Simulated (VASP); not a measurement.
## TaSF: single point with PBE

TaSF:

```
CELL_PARAMETERS angstrom
3.87339 0.00000 0.00000
0.00000 4.12762 0.00000
0.00000 0.00000 6.39269
ATOMIC_POSITIONS crystal
Ta 0.50000 0.00000 0.71684
Ta 0.50000 0.00000 0.28316
S 0.00000 0.00000 0.00000
S 0.00000 0.00000 0.50000
F 0.50000 0.50000 0.75341
F 0.50000 0.50000 0.24659
```

```json
{"Program": "VASP 6.6.1", "Task": "single point", "Functional": "PBE", "Potentials or basis": "VASP PAW PBE potentials, release 64 (Ta_pv, S, F)", "Cutoff": "520 eV", "k mesh": "4 × 4 × 4", "Occupations": "gaussian, width 0.1 eV", "Spin": "no spin polarisation", "Dipole correction": "no", "Further INCAR settings": "ALGO = Normal; EDIFF = 1e-07; NBANDS = 33"}
```

The pressure is 0.1 GPa. The largest force is 0.087 eV/Å and the band gap on the k mesh is zero (band 24 reaches 5.69 eV, above the bottom of band 25 at 4.41 eV).

Forces on the atoms (eV/Å):
```
Ta   0.000  0.000 -0.087
Ta   0.000  0.000  0.087
S    0.000  0.000  0.000
S    0.000  0.000  0.000
F    0.000  0.000  0.053
F    0.000  0.000 -0.053
```

Stress tensor (GPa, compression positive):
```
 0.45  0.00  0.00
 0.00  0.29  0.00
 0.00  0.00 -0.38
```

Levels at points of the mesh, in eV from the Fermi level:
| k point | band 20 | band 21 | band 22 | band 23 | band 24 | band 25 | band 26 | band 27 | band 28 | band 29 |
| --- | --- | --- | --- | --- | --- | --- | --- | --- | --- | --- |
| (0.00, 0.00, 0.00) | -3.40 | -3.32 | -2.72 | -2.11 | -0.52 | 0.13 | 0.40 | 1.22 | 1.47 | 1.60 |
| (0.50, 0.00, 0.00) | -4.31 | -4.04 | -2.17 | -1.60 | -0.81 | -0.69 | -0.25 | 1.12 | 1.76 | 2.47 |
| (0.00, 0.50, 0.00) | -3.53 | -3.22 | -3.12 | -2.11 | 0.13 | 0.56 | 1.40 | 1.50 | 2.21 | 2.48 |
| (0.50, 0.50, 0.00) | -4.26 | -4.03 | -2.82 | -0.63 | -0.58 | -0.18 | 0.31 | 1.16 | 2.40 | 2.86 |
| (0.00, 0.00, 0.50) | -4.40 | -4.36 | -2.66 | -2.08 | -0.40 | 0.24 | 0.63 | 0.66 | 1.76 | 1.89 |
| (0.50, 0.00, 0.50) | -4.69 | -4.62 | -3.01 | -1.25 | -0.50 | 0.15 | 0.65 | 0.85 | 1.65 | 2.56 |
| (0.00, 0.50, 0.50) | -4.46 | -4.45 | -3.32 | -1.99 | 0.59 | 0.63 | 0.90 | 1.38 | 2.24 | 2.74 |
| (0.50, 0.50, 0.50) | -4.92 | -4.24 | -2.92 | -0.45 | -0.43 | 0.21 | 1.08 | 1.49 | 2.22 | 2.77 |

Run time: 94 s on 1 thread of Intel(R) Xeon(R) Platinum 8375C CPU @ 2.90GHz (Ice Lake), with other jobs on the host, peak memory 0.24 GiB.

Caveat: the k points lie up to 0.41 Å⁻¹ apart; spin-orbit coupling is left out, which moves the levels of the heavy elements.
